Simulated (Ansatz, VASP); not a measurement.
**Two plane-wave programs on In3GaP4**

```
CELL_PARAMETERS angstrom
5.79239 0.00000 0.00000
0.00000 5.79239 0.00000
0.00000 0.00000 5.79239
ATOMIC_POSITIONS crystal
Ga 0.00000 0.00000 0.00000
P 0.23886 0.23886 0.23886
P 0.76114 0.76114 0.23886
P 0.76114 0.23886 0.76114
P 0.23886 0.76114 0.76114
In 0.50000 0.50000 0.00000
In 0.50000 0.00000 0.50000
In 0.00000 0.50000 0.50000
```

Alike in both runs: task single point; functional r2SCAN; k mesh 4 × 4 × 4; no spin polarisation.

```csv
,VASP,Ansatz
version,VASP 6.6.1,Ansatz 0.2.0
potentials or method,"VASP PAW PBE potentials, release 64 (Ga_d, P, In_d)","plane waves, PAW"
plane-wave cutoff (eV),520,500
occupations,"gaussian, width 0.01 eV",fixed
valence electrons in the cell,72,72
```

|  | VASP | Ansatz | Ansatz less VASP |
| --- | --- | --- | --- |
| gap on the k mesh at the Fermi level (eV) | 1.22 | 1.22 | +0.002 |
| pressure (GPa) | -0.1 | 0.0 | +0.10 |

VASP's potentials were made for PBE, not for r2SCAN.
